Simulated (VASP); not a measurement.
# NaC3 (P6/mmm) in VASP: single point with PBE

Aim: the single point of NaC3 with PBE.

Everything below comes from runs of VASP 6.6.1. Logs are shortened: lines on timing, memory, paths and dates and some standing lists are left out, and cuts for length are marked.

**1. The cell of the first run**

It takes space group P6/mmm (No. 191, hexagonal). The conventional cell has a = 4.377 Å, b = 4.377 Å, c = 4.939 Å, α = 90.00°, β = 90.00°, γ = 120.00°. Na (site symmetry -6m2) has 3 Na at 2.53 Å and 12 C at 2.87 Å within 3.3 Å. C (site symmetry m2m) has 3 C at 1.46 Å within 1.9 Å.

**2. Single point, PBE**

The input, POSCAR:

```
NaC3
1.0
    4.3772709040      0.0000000000      0.0000000000
   -2.1886354520      3.7908278021      0.0000000000
    0.0000000000      0.0000000000      4.9385491226
Na C
2 6
Direct
    0.3333333333      0.6666666667      0.5000000000
    0.6666666667      0.3333333333      0.5000000000
    0.0000000000      0.6667345463      0.0000000000
    0.6667345463      0.0000000000      0.0000000000
    0.3332654537      0.3332654537      0.0000000000
    0.6667345463      0.6667345463      0.0000000000
    0.3332654537      0.0000000000      0.0000000000
    0.0000000000      0.3332654537      0.0000000000
```

The input, INCAR.step1:

```
ALGO = Normal ; EDIFF = 1E-6
ENCUT = 520 ; GGA = PE
ISIF = 2 ; ISMEAR = 0
LASPH = True ; LCHARG = True
LREAL = False ; LWAVE = False
NBANDS = 29 ; NELM = 100
PREC = Accurate ; SIGMA = 0.1
```

The input, KPOINTS.step1:

```
k-points
0
Gamma
  12 12 8
```

The input, INCAR.step2:

```
ALGO = Normal ; EDIFF = 1E-6
ENCUT = 520 ; GGA = PE
ICHARG = 11 ; ISIF = 2
ISMEAR = -5 ; LASPH = True
LCHARG = False ; LORBIT = 10
LREAL = False ; LWAVE = False
NEDOS = 2001 ; NELM = 100
PREC = Accurate ; SIGMA = 0.1
```

The input, KPOINTS.step2:

```
k-points
0
Gamma
  18 18 12
```

Potentials or basis: VASP PAW PBE potentials, release 64 (Na_pv, C).

The run is started by

```sh
$ cat potpaw_PBE.64/Na_pv/POTCAR potpaw_PBE.64/C/POTCAR > POTCAR
$ cp INCAR.step1 INCAR
$ cp KPOINTS.step1 KPOINTS
$ mpirun -np 1 vasp_std > vasp.out
$ cp INCAR.step2 INCAR
$ cp KPOINTS.step2 KPOINTS
$ mpirun -np 1 vasp_std > vasp.out
```

OUTCAR:

```text
EDIFF = 1E-6
   ENCUT = 520
   GGA = PE
   ICHARG = 11
   ISIF = 2
   ISMEAR = -5
   LASPH = True
   LORBIT = 10
   LREAL = False
   NELM = 100
   PREC = Accurate

 ion  position               nearest neighbor table
   1  0.333  0.667  0.500-   2 2.53   2 2.53   2 2.53
   2  0.667  0.333  0.500-   1 2.53   1 2.53   1 2.53
   3  0.000  0.667  0.000-   7 1.46   6 1.46   8 1.46
   4  0.667  0.000  0.000-   6 1.46   8 1.46   7 1.46
   5  0.333  0.333  0.000-   7 1.46   8 1.46   6 1.46
   6  0.667  0.667  0.000-   4 1.46   3 1.46   5 1.46
   7  0.333  0.000  0.000-   3 1.46   5 1.46   4 1.46
   8  0.000  0.333  0.000-   4 1.46   5 1.46   3 1.46

  LATTYP: Found a hexagonal cell.
 ALAT       =     4.3772709040
 C/A-ratio  =     1.1282256070

  Lattice vectors:

 A1 = (   4.3772709040,   0.0000000000,   0.0000000000)
 A2 = (  -2.1886354520,   3.7908278021,   0.0000000000)
 A3 = (   0.0000000000,   0.0000000000,   4.9385491226)

Analysis of symmetry for initial positions (statically):
=====================================================================
 Subroutine PRICEL returns:
 Original cell was already a primitive cell.

 Routine SETGRP: Setting up the symmetry group for a
 hexagonal supercell.

 Subroutine GETGRP returns: Found 24 space group operations
 (whereof 24 operations were pure point group operations)
 out of a pool of 24 trial point group operations.

The static configuration has the point symmetry D_6h.

Analysis of symmetry for dynamics (positions and initial velocities):
=====================================================================
 Subroutine PRICEL returns:
 Original cell was already a primitive cell.

 Routine SETGRP: Setting up the symmetry group for a
 hexagonal supercell.

 Subroutine GETGRP returns: Found 24 space group operations
 (whereof 24 operations were pure point group operations)
 out of a pool of 24 trial point group operations.

The dynamic configuration has the point symmetry D_6h.

 Subroutine INISYM returns: Found 24 space group operations
 (whereof 24 operations are pure point group operations),
 and found     1 'primitive' translations

----------------------------------------------------------------------------------------

                                     Primitive cell

  volume of cell :      81.9477

  direct lattice vectors                    reciprocal lattice vectors
     4.377270904  0.000000000  0.000000000     0.228452847  0.131897313  0.000000000
    -2.188635452  3.790827802  0.000000000     0.000000000  0.263794625  0.000000000
     0.000000000  0.000000000  4.938549123     0.000000000  0.000000000  0.202488621

  length of vectors
     4.377270904  4.377270904  4.938549123     0.263794625  0.263794625  0.202488621

  position of ions in fractional coordinates (direct lattice)
     0.333333333  0.666666667  0.500000000
     0.666666667  0.333333333  0.500000000
     0.000000000  0.666734546  0.000000000
     0.666734546  0.000000000  0.000000000
     0.333265454  0.333265454  0.000000000
     0.666734546  0.666734546  0.000000000
     0.333265454  0.000000000  0.000000000
     0.000000000  0.333265454  0.000000000

  ion indices of the primitive-cell ions
   primitive index   ion index
                 1           1
                 2           2
                 3           3
                 4           4
                 5           5
                 6           6
                 7           7
                 8           8

----------------------------------------------------------------------------------------

 KPOINTS: k-points

Automatic generation of k-mesh.
 Grid dimensions read from file:
 generate k-points for:   18   18   12

 Generating k-lattice:

  Cartesian coordinates                     Fractional coordinates (reciprocal lattice)
     0.012691825  0.007327628  0.000000000     0.055555556  0.000000000  0.000000000
     0.000000000  0.014655257  0.000000000     0.000000000  0.055555556  0.000000000
     0.000000000  0.000000000  0.016874052     0.000000000  0.000000000  0.083333333

  Length of vectors
     0.014655257  0.014655257  0.016874052

  Shift w.r.t. Gamma in fractional coordinates (k-lattice)
     0.000000000  0.000000000  0.000000000

 TETIRR: Found   3954 inequivalent tetrahedra from    23328

 Subroutine IBZKPT returns following result:
 ===========================================

 Found    259 irreducible k-points:

 Following reciprocal coordinates:
            Coordinates               Weight
  0.000000  0.000000  0.000000      1.000000
  0.055556 -0.000000  0.000000      6.000000
  0.111111 -0.000000  0.000000      6.000000
  0.166667  0.000000  0.000000      6.000000
  0.222222 -0.000000  0.000000      6.000000
  0.277778  0.000000  0.000000      6.000000
[... 16 lines left out ...]
  0.333333  0.111111  0.000000     12.000000
  0.388889  0.111111  0.000000     12.000000
 [... further k-points ...]
   k-points           NKPTS =    259   k-points in BZ     NKDIM =    259   number of bands    NBANDS=     24
   number of dos      NEDOS =   2001   number of ions     NIONS =      8
   total plane-waves  NPLWV =  51840
   dimension x,y,z NGX =    36 NGY =   36 NGZ =   40
   dimension x,y,z NGXF=    72 NGYF=   72 NGZF=   80
   ions per type =               2   6
   NGX,Y,Z   is equivalent  to a cutoff of  13.67, 13.67, 13.47 a.u.
   NGXF,Y,Z  is equivalent  to a cutoff of  27.35, 27.35, 26.93 a.u.
 SYSTEM =  unknown system
   PREC   = accura    normal or accurate (medium, high low for compatibility)
   ISTART =      0    job   : 0-new  1-cont  2-samecut
   ICHARG =     11    charge: 1-file 2-atom 10-const
   ISPIN  =      1    spin polarized calculation?
   LNONCOLLINEAR =      F non collinear calculations
   LSORBIT =      F    spin-orbit coupling
   LASPH  =      T    aspherical Exc in radial PAW
   ENCUT  =  520.0 eV  38.22 Ry    6.18 a.u.   8.14  8.14  9.18*2*pi/ulx,y,z
   NELM   =    100;   NELMIN=  2; NELMDL=  0     # of ELM steps
   EDIFF  = 0.1E-05   stopping-criterion for ELM
   LREAL  =      F    real-space projection
   EDIFFG = 0.1E-04   stopping-criterion for IOM
   NSW    =      0    number of steps for IOM
   IBRION =     -1    ionic relax: 0-MD 1-quasi-New 2-CG
   NFREE  =      0    steps in history (QN), initial steepest desc. (CG)
   ISIF   =      2    stress and relaxation
   ISYM   =      2    0-nonsym 1-usesym 2-fastsym
   POTIM  = 0.5000    time-step for ionic-motion
   TEBEG  =    0.0;   TEEND  =   0.0 temperature during run
   PSTRESS=    0.0 pullay stress
   NELECT =      38.0000    total number of electrons
   NUPDOWN=      -1.0000    fix difference up-down
   EMIN   =  10.00;   EMAX   =-10.00  energy-range for DOS
   EFERMI =   0.00;   METHOD = LEGACY
   ISMEAR =    -5;   SIGMA  =   0.10  broadening in eV -4-tet -1-fermi 0-gaus
   EFERMI_NEDOS =   21; number of points for ismear=-14 and -15
   IALGO  =     38    algorithm
   IMIX   =      4    mixing-type and parameters
     AMIX     =   0.40;   BMIX     =  1.00
     AMIX_MAG =   1.60;   BMIX_MAG =  1.00
  volume/ion in A,a.u.               =      10.24        69.13
  Fermi-wavevector in a.u.,A,eV,Ry     =   1.267137  2.394543 21.846024  1.605637
  Thomas-Fermi vector in A             =   2.400301
   LORBIT       =     10    0 simple, 1 ext, 2 COOP (PROOUT), +10 PAW based schemes
   GGA     = PE    functional components
   LHFCALC =     F    Hartree Fock is set to
   AEXX    =    0.0000 exact exchange contribution
   IVDW    =     0    specifies the selected vdW correction
   LEPSILON=     F    determine dielectric tensor
   LRPA    =     F    only Hartree local field effects (RPA)
 non-spin polarized calculation
 Fermi weights with tetrahedron method with Bloechl corrections
  energy-cutoff  :      520.00
  volume of cell :       81.95
 maximum number of plane-waves:      2228
 NGX is ok and might be reduce to    36

 number of electron      38.0000003 magnetization

 Free energy of the ion-electron system (eV)
  ---------------------------------------------------
  ext. energy  EPLUGINS =         0.00000000
  ---------------------------------------------------
  free energy    TOTEN  =       -55.99442818 eV

  energy without entropy =      -55.99442818  energy(sigma->0) =      -55.99442818

 E-fermi :   5.9871     XC(G=0): -10.1141

 val. band max:        5.9874388335   @ k =   0.4444   0.0556   0.0833
 cond. band min:       5.9270229936   @ k =   0.1111   0.1111   0.0833
 fundamental gap:     -0.0604158399
 Fermi energy:         5.9871278075

 k-point     1 :       0.0000    0.0000    0.0000
  band No.  band energies     occupation
      1     -20.5984      2.00000
      2     -20.5984      2.00000
      3     -20.3560      2.00000
      4     -20.2365      2.00000
      5     -20.2365      2.00000
      6     -20.2311      2.00000
[... 16 lines left out ...]
     23      12.3221      0.00000
     24      12.5160      0.00000

 k-point     2 :       0.0556   -0.0000    0.0000
  band No.  band energies     occupation
      1     -20.5997      2.00000
      2     -20.5967      2.00000
      3     -20.3551      2.00000
      4     -20.2386      2.00000
      5     -20.2352      2.00000
      6     -20.2319      2.00000
[... 16 lines left out ...]
     23      12.0226      0.00000
     24      12.6889      0.00000

 k-point     3 :       0.1111   -0.0000    0.0000
  band No.  band energies     occupation
      1     -20.6034      2.00000
      2     -20.5914      2.00000
      3     -20.3525      2.00000
      4     -20.2449      2.00000
      5     -20.2343      2.00000
      6     -20.2316      2.00000
[... 16 lines left out ...]
     23      11.6931      0.00000
     24      12.6789      0.00000

 k-point     4 :       0.1667    0.0000    0.0000
  band No.  band energies     occupation
      1     -20.6089      2.00000
      2     -20.5831      2.00000
      3     -20.3484      2.00000
      4     -20.2547      2.00000
      5     -20.2383      2.00000
      6     -20.2262      2.00000
[... 16 lines left out ...]
     23      11.4039      0.00000
     24      12.5563      0.00000

 k-point     5 :       0.2222   -0.0000    0.0000
  band No.  band energies     occupation
      1     -20.6155      2.00000
      2     -20.5722      2.00000
      3     -20.3429      2.00000
      4     -20.2675      2.00000
      5     -20.2436      2.00000
      6     -20.2197      2.00000
[... 16 lines left out ...]
     23      11.1587      0.00000
     24      12.3664      0.00000

 k-point     6 :       0.2778    0.0000    0.0000
  band No.  band energies     occupation
      1     -20.6222      2.00000
      2     -20.5595      2.00000
      3     -20.3363      2.00000
      4     -20.2821      2.00000
      5     -20.2500      2.00000
      6     -20.2131      2.00000
[... 16 lines left out ...]
     23      10.9582      0.00000
     24      12.1642      0.00000
[... 379 lines left out ...]
 k-point    21 :       0.2222    0.1111    0.0000
  band No.  band energies     occupation
      1     -20.6276      2.00000
      2     -20.5505      2.00000
      3     -20.3340      2.00000
      4     -20.2910      2.00000
      5     -20.2521      2.00000
      6     -20.2085      2.00000
[... 16 lines left out ...]
     23      10.1165      0.00000
     24      12.5949      0.00000

 k-point    22 :       0.2778    0.1111    0.0000
  band No.  band energies     occupation
      1     -20.6343      2.00000
      2     -20.5353      2.00000
      3     -20.3268      2.00000
      4     -20.3077      2.00000
      5     -20.2591      2.00000
      6     -20.2021      2.00000
[... 16 lines left out ...]
     23       9.9276      0.00000
     24      12.4141      0.00000

 k-point    23 :       0.3333    0.1111    0.0000
  band No.  band energies     occupation
      1     -20.6397      2.00000
      2     -20.5211      2.00000
      3     -20.3231      2.00000
      4     -20.3196      2.00000
      5     -20.2662      2.00000
      6     -20.1970      2.00000
[... 16 lines left out ...]
     23       9.7931      0.00000
     24      11.8074      0.00000

 k-point    24 :       0.3889    0.1111    0.0000
  band No.  band energies     occupation
      1     -20.6431      2.00000
      2     -20.5105      2.00000
      3     -20.3344      2.00000
      4     -20.3136      2.00000
      5     -20.2721      2.00000
      6     -20.1937      2.00000
[... 16 lines left out ...]
     23       9.7120      0.00000
     24      10.9948      0.00000

 [... further k-points ...]
[... 5 lines left out ...]
  --------------------------------------------------------------------------------------
  -------------------------------------------------------------------------------------
  Total        0.1765660      0.1765660      0.0584694      0.0000000     -0.0000000      0.0000000
  in kB        3.4520795      3.4520795      1.1431472      0.0000000     -0.0000000      0.0000000
  external PRESSURE =       2.6824354 kB  Pullay stress =       0.0000000 kB

 VOLUME and BASIS-vectors are now :
 -----------------------------------------------------------------------------
  energy-cutoff  :      520.00
  volume of cell :       81.95
      direct lattice vectors                 reciprocal lattice vectors
     4.377270904  0.000000000  0.000000000     0.228452847  0.131897313  0.000000000
    -2.188635452  3.790827802  0.000000000     0.000000000  0.263794625  0.000000000
     0.000000000  0.000000000  4.938549123     0.000000000  0.000000000  0.202488621

 POSITION                                       TOTAL-FORCE (eV/Angst)
 -----------------------------------------------------------------------------------
     -0.00000      2.52722      2.46927         0.000000     -0.000000     -0.000000
      2.18864      1.26361      2.46927         0.000000     -0.000000     -0.000000
     -1.45924      2.52748      0.00000        -0.000658      0.001140     -0.000000
      2.91848      0.00000      0.00000         0.001316     -0.000000     -0.000000
      0.72940      1.26335      0.00000        -0.000658     -0.001140      0.000000
      1.45924      2.52748      0.00000         0.000658      0.001140     -0.000000
      1.45879      0.00000      0.00000        -0.001316     -0.000000      0.000000
     -0.72940      1.26335      0.00000         0.000658     -0.001140      0.000000
 -----------------------------------------------------------------------------------
    total drift:                               -0.000000      0.000000      0.000000

  FREE ENERGIE OF THE ION-ELECTRON SYSTEM (eV)
  ---------------------------------------------------
  free  energy   TOTEN  =       -55.9944281765 eV

  energy  without entropy=      -55.9944281765  energy(sigma->0) =      -55.99442818

 total charge

# of ion       s       p       d       tot
------------------------------------------
    1        0.110   5.982   0.000   6.092
    2        0.110   5.982   0.000   6.092
    3        0.840   1.743   0.000   2.583
    4        0.840   1.743   0.000   2.583
    5        0.840   1.743   0.000   2.583
    6        0.840   1.743   0.000   2.583
    7        0.840   1.743   0.000   2.583
    8        0.840   1.743   0.000   2.583
--------------------------------------------------
tot          5.258  22.422   0.000  27.680
```

Run time: 7.7 min. Hardware: 1 thread of Intel Xeon Platinum 8488C (Sapphire Rapids), shared host; peak memory 0.48 GiB.

Results:

```yaml
Valence_electrons_inside_the_program's_atomic_spheres: Na 6.09; C 2.58
```

Levels at points of the mesh, in eV from the Fermi level:
```tsv
k point	band 15	band 16	band 17	band 18	band 19	band 20	band 21	band 22	band 23	band 24
(0.00, 0.00, 0.00)	-4.18	-4.18	-2.11	-1.84	-1.84	-1.58	-1.58	6.33	6.33	6.53
(0.50, 0.00, 0.00)	-7.33	-6.79	-6.72	-3.98	-0.09	0.24	0.69	4.40	4.43	4.62
(0.00, 0.00, 0.50)	-4.18	-4.18	-1.94	-1.94	-1.78	-1.78	0.20	3.83	6.75	6.84
(0.50, 0.00, 0.50)	-7.32	-7.18	-7.04	-4.10	-0.56	2.32	3.02	4.21	4.32	5.28
```
